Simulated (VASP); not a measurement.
# Sr (P6_3/mmc) in VASP: single point with PBE

Aim: the single point of Sr with PBE.

Everything below comes from runs of VASP 6.6.1. Logs are shortened: lines on timing, memory, paths and dates and some standing lists are left out, and cuts for length are marked.

**1. The cell of the first run**

It takes space group P6_3/mmc (No. 194, hexagonal). The conventional cell has a = 4.270 Å, b = 4.270 Å, c = 7.005 Å, α = 90.00°, β = 90.00°, γ = 120.00°. Within 5.6 Å of Sr (site symmetry -6m2) lie 12 Sr at 4.27 to 4.28 Å.

This isn't the form of Sr at room conditions, which is fcc.

**2. Single point, PBE**

Input file INCAR:

```
SYSTEM = Sr
PREC = Accurate
ENCUT = 520
EDIFF = 1E-6
ISMEAR = -1
SIGMA = 0.05
LREAL = .False.
LASPH = .True.
NELM = 100
ALGO = Normal
ISIF = 2
LWAVE = .False.
LCHARG = .False.
GGA = PE
NBANDS = 28
```

Input file KPOINTS:

```
regular mesh
0
Gamma
  6 6 10
  0 0 0
```

Input file POSCAR:

```
Sr
1.0
    0.0000000000      7.3958109814      0.0000000000
    0.0000000000      0.0000000000      7.0054125719
    4.2699734610      0.0000000000      0.0000000000
Sr
4
Direct
    0.3333333330      0.2500000000      0.0000000000
    0.8333333330      0.2500000000      0.5000000000
    0.1666666670      0.7500000000      0.5000000000
    0.6666666670      0.7500000000      0.0000000000
```

Potentials or basis: VASP PAW PBE potentials, release 64 (Sr_sv).

Launch:

```
$ cat potpaw_PBE.64/Sr_sv/POTCAR > POTCAR
$ mpirun -np 1 vasp_std > vasp.out
```

OUTCAR:

```text
SYSTEM = Sr
   PREC = Accurate
   ENCUT = 520
   EDIFF = 1E-6
   ISMEAR = -1
   LREAL = .False.
   LASPH = .True.
   NELM = 100
   ISIF = 2
   GGA = PE

 ion  position               nearest neighbor table
   1  0.333  0.250  0.000-   2 4.27   2 4.27   2 4.27   2 4.27   3 4.28   3 4.28   3 4.28   3 4.28
                             4 4.28   4 4.28
   2  0.833  0.250  0.500-   1 4.27   1 4.27   1 4.27   1 4.27   4 4.28   4 4.28   4 4.28   4 4.28
                             3 4.28   3 4.28
   3  0.167  0.750  0.500-   4 4.27   4 4.27   4 4.27   4 4.27   1 4.28   1 4.28   1 4.28   1 4.28
                             2 4.28   2 4.28
   4  0.667  0.750  0.000-   3 4.27   3 4.27   3 4.27   3 4.27   2 4.28   2 4.28   2 4.28   2 4.28
                             1 4.28   1 4.28

  LATTYP: Found a simple orthorhombic cell.
 ALAT       =     4.2699734610
 B/A-ratio  =     1.6406220404
 C/A-ratio  =     1.7320508076

  Lattice vectors:

 A1 = (  -4.2699734610,   0.0000000000,   0.0000000000)
 A2 = (   0.0000000000,   0.0000000000,   7.0054125719)
 A3 = (   0.0000000000,   7.3958109814,   0.0000000000)

Analysis of symmetry for initial positions (statically):
=====================================================================
 Subroutine PRICEL returns following result:

  LATTYP: Found a hexagonal cell.
 ALAT       =     4.2699734610
 C/A-ratio  =     1.6406220404

  Lattice vectors:

 A1 = (   2.1349867305,  -3.6979054907,   0.0000000000)
 A2 = (   2.1349867305,   3.6979054907,   0.0000000000)
 A3 = (   0.0000000000,   0.0000000000,   7.0054125719)

   2 primitive cells build up your supercell.

 Routine SETGRP: Setting up the symmetry group for a
 simple orthorhombic supercell.

 Subroutine GETGRP returns: Found  8 space group operations
 (whereof  4 operations were pure point group operations)
 out of a pool of  8 trial point group operations.

The static configuration has the point symmetry C_2h.
 The point group associated with its full space group is D_2h.

Analysis of symmetry for dynamics (positions and initial velocities):
=====================================================================
 Subroutine PRICEL returns following result:

  LATTYP: Found a hexagonal cell.
 ALAT       =     4.2699734610
 C/A-ratio  =     1.6406220404

  Lattice vectors:

 A1 = (   2.1349867305,  -3.6979054907,   0.0000000000)
 A2 = (   2.1349867305,   3.6979054907,   0.0000000000)
 A3 = (   0.0000000000,   0.0000000000,   7.0054125719)

   2 primitive cells build up your supercell.

 Routine SETGRP: Setting up the symmetry group for a
 simple orthorhombic supercell.

 Subroutine GETGRP returns: Found  8 space group operations
 (whereof  4 operations were pure point group operations)
 out of a pool of  8 trial point group operations.

The dynamic configuration has the point symmetry C_2h.
 The point group associated with its full space group is D_2h.

 Subroutine INISYM returns: Found  8 space group operations
 (whereof  4 operations are pure point group operations),
 and found     2 'primitive' translations

----------------------------------------------------------------------------------------

                                     Primitive cell

  volume of cell :     110.6152

  direct lattice vectors                    reciprocal lattice vectors
     2.134986731 -3.697905491  0.000000000     0.234193493 -0.135211676  0.000000000
     2.134986730  3.697905491  0.000000000     0.234193493  0.135211676  0.000000000
     0.000000000  0.000000000  7.005412572     0.000000000  0.000000000  0.142746768

  length of vectors
     4.269973461  4.269973461  7.005412572     0.270423352  0.270423352  0.142746768

  position of ions in fractional coordinates (direct lattice)
     0.666666667  0.333333333  0.250000000
     0.333333333  0.666666667  0.750000000

  ion indices of the primitive-cell ions
   primitive index   ion index
                 1           1
                 2           4

----------------------------------------------------------------------------------------

 KPOINTS: regular mesh

Automatic generation of k-mesh.
 Grid dimensions read from file:
 generate k-points for:    6    6   10

 Generating k-lattice:

  Cartesian coordinates                     Fractional coordinates (reciprocal lattice)
     0.000000000  0.022535279  0.000000000     0.166666667  0.000000000  0.000000000
     0.000000000  0.000000000  0.023791128     0.000000000  0.166666667  0.000000000
     0.023419349  0.000000000  0.000000000     0.000000000  0.000000000  0.100000000

  Length of vectors
     0.022535279  0.023791128  0.023419349

  Shift w.r.t. Gamma in fractional coordinates (k-lattice)
     0.000000000  0.000000000  0.000000000

 Subroutine IBZKPT returns following result:
 ===========================================

 Found     96 irreducible k-points:

 Following reciprocal coordinates:
            Coordinates               Weight
  0.000000  0.000000  0.000000      1.000000
  0.166667  0.000000  0.000000      2.000000
  0.333333  0.000000  0.000000      2.000000
  0.500000  0.000000  0.000000      1.000000
  0.000000  0.166667  0.000000      2.000000
  0.166667  0.166667  0.000000      4.000000
[... 16 lines left out ...]
  0.333333  0.166667  0.100000      8.000000
  0.500000  0.166667  0.100000      4.000000
 [... further k-points ...]
   k-points           NKPTS =     96   k-points in BZ     NKDIM =     96   number of bands    NBANDS=     28
   number of dos      NEDOS =    301   number of ions     NIONS =      4
   total plane-waves  NPLWV =  96768
   dimension x,y,z NGX =    56 NGY =   54 NGZ =   32
   dimension x,y,z NGXF=   112 NGYF=  108 NGZF=   64
   ions per type =               4
   NGX,Y,Z   is equivalent  to a cutoff of  12.59, 12.81, 12.46 a.u.
   NGXF,Y,Z  is equivalent  to a cutoff of  25.18, 25.63, 24.92 a.u.
 SYSTEM =  Sr
   PREC   = accura    normal or accurate (medium, high low for compatibility)
   ISTART =      0    job   : 0-new  1-cont  2-samecut
   ICHARG =      2    charge: 1-file 2-atom 10-const
   ISPIN  =      1    spin polarized calculation?
   LNONCOLLINEAR =      F non collinear calculations
   LSORBIT =      F    spin-orbit coupling
   LASPH  =      T    aspherical Exc in radial PAW
   ENCUT  =  520.0 eV  38.22 Ry    6.18 a.u.  13.75 13.03  7.94*2*pi/ulx,y,z
   NELM   =    100;   NELMIN=  2; NELMDL= -5     # of ELM steps
   EDIFF  = 0.1E-05   stopping-criterion for ELM
   LREAL  =      F    real-space projection
   EDIFFG = 0.1E-04   stopping-criterion for IOM
   NSW    =      0    number of steps for IOM
   IBRION =     -1    ionic relax: 0-MD 1-quasi-New 2-CG
   NFREE  =      0    steps in history (QN), initial steepest desc. (CG)
   ISIF   =      2    stress and relaxation
   ISYM   =      2    0-nonsym 1-usesym 2-fastsym
   POTIM  = 0.5000    time-step for ionic-motion
   TEBEG  =    0.0;   TEEND  =   0.0 temperature during run
   PSTRESS=    0.0 pullay stress
   NELECT =      40.0000    total number of electrons
   NUPDOWN=      -1.0000    fix difference up-down
   EMIN   =  10.00;   EMAX   =-10.00  energy-range for DOS
   EFERMI =   0.00;   METHOD = LEGACY
   ISMEAR =    -1;   SIGMA  =   0.05  broadening in eV -4-tet -1-fermi 0-gaus
   EFERMI_NEDOS =   21; number of points for ismear=-14 and -15
   IALGO  =     38    algorithm
   IMIX   =      4    mixing-type and parameters
     AMIX     =   0.40;   BMIX     =  1.00
     AMIX_MAG =   1.60;   BMIX_MAG =  1.00
  volume/ion in A,a.u.               =      55.31       373.23
  Fermi-wavevector in a.u.,A,eV,Ry     =   0.925721  1.749358 11.659630  0.856959
  Thomas-Fermi vector in A             =   2.051606
   LORBIT       =      0    0 simple, 1 ext, 2 COOP (PROOUT), +10 PAW based schemes
   GGA     = PE    functional components
   LHFCALC =     F    Hartree Fock is set to
   AEXX    =    0.0000 exact exchange contribution
   IVDW    =     0    specifies the selected vdW correction
   LEPSILON=     F    determine dielectric tensor
   LRPA    =     F    only Hartree local field effects (RPA)
 non-spin polarized calculation
  energy-cutoff  :      520.00
  volume of cell :      221.23
 maximum number of plane-waves:      5988
 NGX is ok and might be reduce to    56
   NGX = 27   NGY = 27   NGZ = 15

 number of electron      40.0000000 magnetization

 Free energy of the ion-electron system (eV)
  ---------------------------------------------------
  ext. energy  EPLUGINS =         0.00000000
  ---------------------------------------------------
  free energy    TOTEN  =        -6.55736025 eV

  energy without entropy =       -6.51138283  energy(sigma->0) =       -6.53437154

 E-fermi :   1.5881     XC(G=0):  -7.3332

 val. band max:        1.5866642778   @ k =   0.1667   0.0000   0.1000
 cond. band min:       1.5925648240   @ k =   0.5000   0.0000   0.2000
 fundamental gap:      0.0059005462
 Fermi energy:         1.5881024380

 k-point     1 :       0.0000    0.0000    0.0000
  band No.  band energies     occupation
      1     -35.0605      2.00000
      2     -35.0473      2.00000
      3     -35.0469      2.00000
      4     -35.0425      2.00000
      5     -17.1356      2.00000
      6     -17.1261      2.00000
[... 20 lines left out ...]
     27       3.8484      0.00000
     28       3.8663      0.00000

 k-point     2 :       0.1667    0.0000    0.0000
  band No.  band energies     occupation
      1     -35.0597      2.00000
      2     -35.0480      2.00000
      3     -35.0469      2.00000
      4     -35.0426      2.00000
      5     -17.1313      2.00000
      6     -17.1161      2.00000
[... 20 lines left out ...]
     27       3.8166      0.00000
     28       3.9587      0.00000

 k-point     3 :       0.3333    0.0000    0.0000
  band No.  band energies     occupation
      1     -35.0574      2.00000
      2     -35.0508      2.00000
      3     -35.0458      2.00000
      4     -35.0432      2.00000
      5     -17.1192      2.00000
      6     -17.0886      2.00000
[... 20 lines left out ...]
     27       3.7044      0.00000
     28       3.9586      0.00000

 k-point     4 :       0.5000    0.0000    0.0000
  band No.  band energies     occupation
      1     -35.0542      2.00000
      2     -35.0542      2.00000
      3     -35.0444      2.00000
      4     -35.0444      2.00000
      5     -17.1011      2.00000
      6     -17.1011      2.00000
[... 578 lines left out ...]
     27       3.7267      0.00000
     28       3.8181      0.00000

 k-point    23 :       0.3333    0.1667    0.1000
  band No.  band energies     occupation
      1     -35.0559      2.00000
      2     -35.0498      2.00000
      3     -35.0462      2.00000
      4     -35.0435      2.00000
      5     -17.1069      2.00000
      6     -17.0999      2.00000
[... 20 lines left out ...]
     27       3.6053      0.00000
     28       3.7478      0.00000

 k-point    24 :       0.5000    0.1667    0.1000
  band No.  band energies     occupation
      1     -35.0530      2.00000
      2     -35.0530      2.00000
      3     -35.0448      2.00000
      4     -35.0448      2.00000
      5     -17.0962      2.00000
      6     -17.0962      2.00000
[... 20 lines left out ...]
     27       3.5065      0.00000
     28       3.5065      0.00000

 [... further k-points ...]
[... 5 lines left out ...]
  --------------------------------------------------------------------------------------
  -------------------------------------------------------------------------------------
  Total       -0.0692999     -0.0195606      0.0954868      0.0000000     -0.0000000      0.0000000
  in kB       -0.5018787     -0.1416603      0.6915272      0.0000000     -0.0000000      0.0000000
  external PRESSURE =       0.0159960 kB  Pullay stress =       0.0000000 kB

 VOLUME and BASIS-vectors are now :
 -----------------------------------------------------------------------------
  energy-cutoff  :      520.00
  volume of cell :      221.23
      direct lattice vectors                 reciprocal lattice vectors
     0.000000000  7.395810981  0.000000000     0.000000000  0.135211676  0.000000000
     0.000000000  0.000000000  7.005412572     0.000000000  0.000000000  0.142746768
     4.269973461  0.000000000  0.000000000     0.234193493  0.000000000  0.000000000

 POSITION                                       TOTAL-FORCE (eV/Angst)
 -----------------------------------------------------------------------------------
      0.00000      2.46527      1.75135         0.000000      0.000318     -0.000000
      2.13499      6.16318      1.75135         0.000000      0.000318      0.000000
      2.13499      1.23264      5.25406        -0.000000     -0.000318      0.000000
      0.00000      4.93054      5.25406        -0.000000     -0.000318     -0.000000
 -----------------------------------------------------------------------------------
    total drift:                               -0.000000      0.000000      0.000000

  FREE ENERGIE OF THE ION-ELECTRON SYSTEM (eV)
  ---------------------------------------------------
  free  energy   TOTEN  =        -6.5573602498 eV

  energy  without entropy=       -6.5113828265  energy(sigma->0) =       -6.53437154
```

It took 11 min on 1 thread of Intel Xeon 8259CL, shared host; peak memory 0.6 GiB.

Results:

```yaml
Free_energy: -6.5574 eV
Pressure: 0.0 GPa
Band_gap_on_the_k_mesh: zero (bands 20 and 21 overlap by 0.20 eV)
```

Levels at points of the mesh, in eV from the Fermi level:
| k point | band 18 | band 19 | band 20 | band 21 | band 22 | band 23 |
| --- | --- | --- | --- | --- | --- | --- |
| (0.00, 0.00, 0.00) | -1.16 | -1.13 | -0.56 | 0.02 | 0.05 | 0.23 |
| (0.50, 0.00, 0.00) | -2.82 | -0.35 | -0.35 | -0.02 | -0.02 | 0.98 |
| (0.00, 0.50, 0.00) | -2.73 | -0.82 | -0.82 | 0.22 | 0.22 | 1.24 |
| (0.50, 0.50, 0.00) | -1.98 | -1.98 | -1.98 | 1.00 | 1.00 | 1.00 |
| (0.00, 0.00, 0.50) | -1.38 | 0.16 | 0.16 | 0.21 | 0.21 | 0.23 |
| (0.50, 0.00, 0.50) | -1.13 | -0.56 | -0.56 | 0.05 | 0.05 | 0.23 |
| (0.00, 0.50, 0.50) | -0.79 | -0.79 | -0.79 | 0.51 | 0.51 | 0.51 |
| (0.50, 0.50, 0.50) | -0.82 | -0.82 | -0.82 | 0.22 | 0.22 | 0.22 |
